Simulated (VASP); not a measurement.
# Ta in VASP: relaxation of the atoms with PBE

Aim: the relaxation of the atoms of Ta with PBE.

Everything below comes from runs of VASP 6.6.1. Logs are shortened: lines on timing, memory, paths and dates and some standing lists are left out, and cuts for length are marked.

### Step 1. The cell of the first run

The cell holds a slab with vacuum, 3 atoms: a = 2.874 Å, b = 2.874 Å, c = 18.694 Å, α = 90.00°, β = 90.00°, γ = 109.47°.

### Step 2. Relaxation of the atoms, PBE

The input, INCAR:

```
PREC = Accurate ; ENCUT = 520
EDIFF = 1E-6 ; ISMEAR = 0
SIGMA = 0.1 ; LREAL = False
LASPH = True ; NELM = 60
ALGO = Normal ; ISIF = 2
LWAVE = False ; LCHARG = False
LDIPOL = True ; IDIPOL = 3
DIPOL = 0.5 0.5 0.500 ; GGA = PE
IBRION = 2 ; NSW = 70
EDIFFG = -0.03
```

The input, KPOINTS:

```
regular mesh
0
Gamma
  11 11 1
```

The input, POSCAR:

```
Ta
1.0
    2.8743098517      0.0000000000      0.0000000000
   -0.9581032839      2.7099253165      0.0000000000
    0.0000000000      0.0000000000     18.6937283329
Ta
3
Selective dynamics
Direct
    0.5000000000      0.5000000000      0.3744571375  F F F
    0.0000000000      0.0000000000      0.5000000000  T T T
    0.5000000000      0.5000000000      0.6255428625  T T T
```

Potentials or basis: VASP PAW PBE potentials, release 64 (Ta_pv).

Command:

```console
cat potpaw_PBE.64/Ta_pv/POTCAR > POTCAR
mpirun -np 1 vasp_std > vasp.out
```

OUTCAR:

```text
PREC = Accurate
   ENCUT = 520
   EDIFF = 1E-6
   ISMEAR = 0
   LREAL = False
   LASPH = True
   NELM = 60
   ISIF = 2
   GGA = PE
   IBRION = 2
   NSW = 70
   EDIFFG = -0.03

 ion  position               nearest neighbor table
   1  0.500  0.500  0.374-   2 2.87   2 2.87   2 3.32   2 3.32
   2  0.000  0.000  0.500-   1 2.87   3 2.87   1 2.87   3 2.87   1 3.32   3 3.32   1 3.32   3 3.32

   3  0.500  0.500  0.626-   2 2.87   2 2.87   2 3.32   2 3.32

  LATTYP: Found a base centered orthorhombic cell.
 ALAT       =     3.3189671332
 B/A-ratio  =     1.4142135624
 C/A-ratio  =     5.6323933267

  Lattice vectors:

 A1 = (   2.8743098517,   0.0000000000,   0.0000000000)
 A2 = (  -0.9581032839,   2.7099253165,   0.0000000000)
 A3 = (   0.0000000000,   0.0000000000,  18.6937283329)

Analysis of symmetry for initial positions (statically):
=====================================================================
 Subroutine PRICEL returns:
 Original cell was already a primitive cell.

 Routine SETGRP: Setting up the symmetry group for a
 base centered orthorhombic supercell.

 Subroutine GETGRP returns: Found  8 space group operations
 (whereof  8 operations were pure point group operations)
 out of a pool of  8 trial point group operations.

The static configuration has the point symmetry D_2h.

Analysis of symmetry for dynamics (positions and initial velocities):
=====================================================================
 Subroutine PRICEL returns:
 Original cell was already a primitive cell.

 Routine SETGRP: Setting up the symmetry group for a
 base centered orthorhombic supercell.

 Subroutine GETGRP returns: Found  8 space group operations
 (whereof  8 operations were pure point group operations)
 out of a pool of  8 trial point group operations.

The dynamic configuration has the point symmetry D_2h.

Analysis of constrained symmetry for selective dynamics:
=====================================================================
 Subroutine PRICEL returns:
 Original cell was already a primitive cell.

 Routine SETGRP: Setting up the symmetry group for a
 base centered orthorhombic supercell.

 Subroutine GETGRP returns: Found  4 space group operations
 (whereof  4 operations were pure point group operations)
 out of a pool of  8 trial point group operations.

The constrained configuration has the point symmetry C_2v.

 Subroutine INISYM returns: Found  4 space group operations
 (whereof  4 operations are pure point group operations),
 and found     1 'primitive' translations

----------------------------------------------------------------------------------------

                                     Primitive cell

  volume of cell :     145.6085

  direct lattice vectors                    reciprocal lattice vectors
     2.874309852  0.000000000  0.000000000     0.347909603  0.123004620  0.000000000
    -0.958103284  2.709925317  0.000000000     0.000000000  0.369013860  0.000000000
     0.000000000  0.000000000 18.693728333     0.000000000  0.000000000  0.053493877

  length of vectors
     2.874309852  2.874309852 18.693728333     0.369013860  0.369013860  0.053493877

  position of ions in fractional coordinates (direct lattice)
     0.500000000  0.500000000  0.374457138
     0.000000000  0.000000000  0.500000000
     0.500000000  0.500000000  0.625542862

  ion indices of the primitive-cell ions
   primitive index   ion index
                 1           1
                 2           2
                 3           3

----------------------------------------------------------------------------------------

 KPOINTS: regular mesh

Automatic generation of k-mesh.
 Grid dimensions read from file:
 generate k-points for:   11   11    1

 Generating k-lattice:

[... 45 lines left out ...]
   total plane-waves  NPLWV =  80640
   dimension x,y,z NGX =    24 NGY =   24 NGZ =  140
   dimension x,y,z NGXF=    48 NGYF=   48 NGZF=  280
   ions per type =               3
   NGX,Y,Z   is equivalent  to a cutoff of  13.88, 13.88, 12.45 a.u.
   NGXF,Y,Z  is equivalent  to a cutoff of  27.76, 27.76, 24.90 a.u.
 SYSTEM =  unknown system
   PREC   = accura    normal or accurate (medium, high low for compatibility)
   ISTART =      0    job   : 0-new  1-cont  2-samecut
   ICHARG =      2    charge: 1-file 2-atom 10-const
   ISPIN  =      1    spin polarized calculation?
   LNONCOLLINEAR =      F non collinear calculations
   LSORBIT =      F    spin-orbit coupling
   LASPH  =      T    aspherical Exc in radial PAW
   ENCUT  =  520.0 eV  38.22 Ry    6.18 a.u.   5.34  5.34 34.76*2*pi/ulx,y,z
   NELM   =     60;   NELMIN=  2; NELMDL= -5     # of ELM steps
   EDIFF  = 0.1E-05   stopping-criterion for ELM
   LREAL  =      F    real-space projection
   EDIFFG = -.3E-01   stopping-criterion for IOM
   NSW    =     70    number of steps for IOM
   IBRION =      2    ionic relax: 0-MD 1-quasi-New 2-CG
   NFREE  =      1    steps in history (QN), initial steepest desc. (CG)
   ISIF   =      2    stress and relaxation
   ISYM   =      2    0-nonsym 1-usesym 2-fastsym
   POTIM  = 0.5000    time-step for ionic-motion
   TEBEG  =    0.0;   TEEND  =   0.0 temperature during run
   PSTRESS=    0.0 pullay stress
   NELECT =      33.0000    total number of electrons
   NUPDOWN=      -1.0000    fix difference up-down
   EMIN   =  10.00;   EMAX   =-10.00  energy-range for DOS
   EFERMI =   0.00;   METHOD = LEGACY
   ISMEAR =     0;   SIGMA  =   0.10  broadening in eV -4-tet -1-fermi 0-gaus
   EFERMI_NEDOS =   21; number of points for ismear=-14 and -15
   IALGO  =     38    algorithm
   IMIX   =      4    mixing-type and parameters
     AMIX     =   0.40;   BMIX     =  1.00
     AMIX_MAG =   1.60;   BMIX_MAG =  1.00
  volume/ion in A,a.u.               =      48.54       327.54
  Fermi-wavevector in a.u.,A,eV,Ry     =   0.998123  1.886178 13.554785  0.996249
  Thomas-Fermi vector in A             =   2.130325
   LORBIT       =      0    0 simple, 1 ext, 2 COOP (PROOUT), +10 PAW based schemes
   GGA     = PE    functional components
   LHFCALC =     F    Hartree Fock is set to
   AEXX    =    0.0000 exact exchange contribution
   IVDW    =     0    specifies the selected vdW correction
   LEPSILON=     F    determine dielectric tensor
   LRPA    =     F    only Hartree local field effects (RPA)
 conjugate gradient relaxation of ions
 non-spin polarized calculation
 Gauss-broadening in eV      SIGMA  =   0.10
  energy-cutoff  :      520.00
  volume of cell :      145.61
 maximum number of plane-waves:      3958
 NGX is ok and might be reduce to    24
   NGX = 11   NGY = 11   NGZ = 69

--------------------------------------- Ionic step        1  -------------------------------------------

 number of electron      32.9999996 magnetization

 Free energy of the ion-electron system (eV)
  ---------------------------------------------------
  ext. energy  EPLUGINS =         0.00000000
  ---------------------------------------------------
  free energy    TOTEN  =       -33.09612805 eV

  energy without entropy =      -33.07463013  energy(sigma->0) =      -33.08537909

------------------------ aborting loop because EDIFF is reached ----------------------------------------

  FORCE on cell =-STRESS in cart. coord.  units (eV):
  Direction    XX          YY          ZZ          XY          YZ          ZX
  --------------------------------------------------------------------------------------
  -------------------------------------------------------------------------------------
  Total       -4.6670862     -4.5744499     -2.3813415      0.1310076      0.0000000      0.0000000
  in kB      -51.3534439    -50.3341366    -26.2026630      1.4415183      0.0000000      0.0000000
  external PRESSURE =     -42.6300812 kB  Pullay stress =       0.0000000 kB
[... 63 lines left out ...]
 number of electron      32.9999997 magnetization

------------------------ aborting loop because EDIFF is reached ----------------------------------------

 vacuum level on the upper side and lower side of the slab       (xc-potential included)        -0.049         0.040

  FORCE on cell =-STRESS in cart. coord.  units (eV):
  Direction    XX          YY          ZZ          XY          YZ          ZX
  --------------------------------------------------------------------------------------
  -------------------------------------------------------------------------------------
  Total       -3.8557811     -3.7781402     -0.9401230      0.1098009      0.0000000      0.0000000
  in kB      -42.4263939    -41.5720857    -10.3444746      1.2081742      0.0000000      0.0000000
  external PRESSURE =     -31.4476514 kB  Pullay stress =       0.0000000 kB
[... 55 lines left out ...]
  FREE ENERGIE OF THE ION-ELECTRON SYSTEM (eV)
  ---------------------------------------------------
  free  energy   TOTEN  =       -33.1319062357 eV

  energy  without entropy=      -33.1118885631  energy(sigma->0) =      -33.12189740

 dipolmoment           0.000000      0.000000     -0.000109 electrons x Angstroem

--------------------------------------- Ionic step        5  -------------------------------------------

 number of electron      32.9999997 magnetization

 dipolmoment           0.000000      0.000000      0.000052 electrons x Angstroem

 Free energy of the ion-electron system (eV)
  ---------------------------------------------------
  ext. energy  EPLUGINS =         0.00000000
  ---------------------------------------------------
  free energy    TOTEN  =       -33.13863146 eV

  energy without entropy =      -33.11812072  energy(sigma->0) =      -33.12837609

 E-fermi :  -0.7055     XC(G=0):  -5.8097

 val. band max:       -0.7189959609   @ k =   0.1818   0.0909   0.0000
 cond. band min:      -0.6991974117   @ k =   0.2727   0.1818   0.0000
 fundamental gap:      0.0197985493
 Fermi energy:        -0.7054933810

 k-point     1 :       0.0000    0.0000    0.0000
  band No.  band energies     occupation
      1     -35.2167      2.00000
      2     -34.9237      2.00000
      3     -34.4796      2.00000
      4     -34.4131      2.00000
      5     -34.2279      2.00000
      6     -34.2275      2.00000
[... 541 lines left out ...]
     19       0.1774      0.00000
     20       0.4421      0.00000

 [... further k-points ...]

------------------------ aborting loop because EDIFF is reached ----------------------------------------

 vacuum level on the upper side and lower side of the slab       (xc-potential included)        -0.025        -0.168

  FORCE on cell =-STRESS in cart. coord.  units (eV):
  Direction    XX          YY          ZZ          XY          YZ          ZX
  --------------------------------------------------------------------------------------
  -------------------------------------------------------------------------------------
  Total       -3.3355879     -3.2592539     -0.1044005      0.1079526      0.0000000      0.0000000
  in kB      -36.7025411    -35.8626137     -1.1487522      1.1878367      0.0000000      0.0000000
  external PRESSURE =     -24.5713023 kB  Pullay stress =       0.0000000 kB
[... 18 lines left out ...]
  FREE ENERGIE OF THE ION-ELECTRON SYSTEM (eV)
  ---------------------------------------------------
  free  energy   TOTEN  =       -33.1386314569 eV

  energy  without entropy=      -33.1181207206  energy(sigma->0) =      -33.12837609

 reached required accuracy - stopping structural energy minimisation

 vacuum level on the upper side and lower side of the slab         3.942         3.906
```

Run time: 9.4 min. Hardware: 1 thread of Intel Xeon Platinum 8259CL at 2.50GHz (Skylake/Cascade Lake), shared host; peak memory 0.31 GiB.

Results:

| Quantity | Value |
| --- | --- |
| Free energy | -33.1386 eV |
| Energy gained by relaxing | 14.2 meV/atom |
| Ionic steps | 5 |
| Band gap on the k mesh | zero (an odd number of electrons rules out a gap without spin polarisation) |

The path:
| step | energy change (eV) | largest force on free atoms (eV/Å) | pressure (GPa) |
| --- | --- | --- | --- |
| 1 | 0.0000 | 0.5036 | -4.26 |
| 2 | -0.0109 | 0.3942 | -4.00 |
| 3 | -0.0261 | 0.3899 | -3.14 |
| 4 | -0.0358 | 0.2446 | -2.90 |
| 5 | -0.0425 | 0.0215 | -2.46 |

Final structure:
```yaml
crystal:
  lattice:
    - [2.87431, 0.00000, 0.00000]
    - [-0.95810, 2.70993, 0.00000]
    - [0.00000, 0.00000, 18.69373]
  atoms:
    - { symbol: Ta, position: [0.50000, 0.50000, 0.37446] }
    - { symbol: Ta, position: [0.00000, 0.00000, 0.49571] }
    - { symbol: Ta, position: [0.50000, 0.50000, 0.61702] }
```

Levels at points of the mesh, in eV from the Fermi level:
| k point | band 13 | band 14 | band 15 | band 16 | band 17 | band 18 | band 19 | band 20 |
| --- | --- | --- | --- | --- | --- | --- | --- | --- |
| (0.00, 0.00, 0.00) | -1.55 | -0.77 | -0.42 | -0.30 | 0.28 | 0.57 | 1.01 | 1.18 |

Caveat: spin-orbit coupling is left out, which moves the levels of the heavy elements.
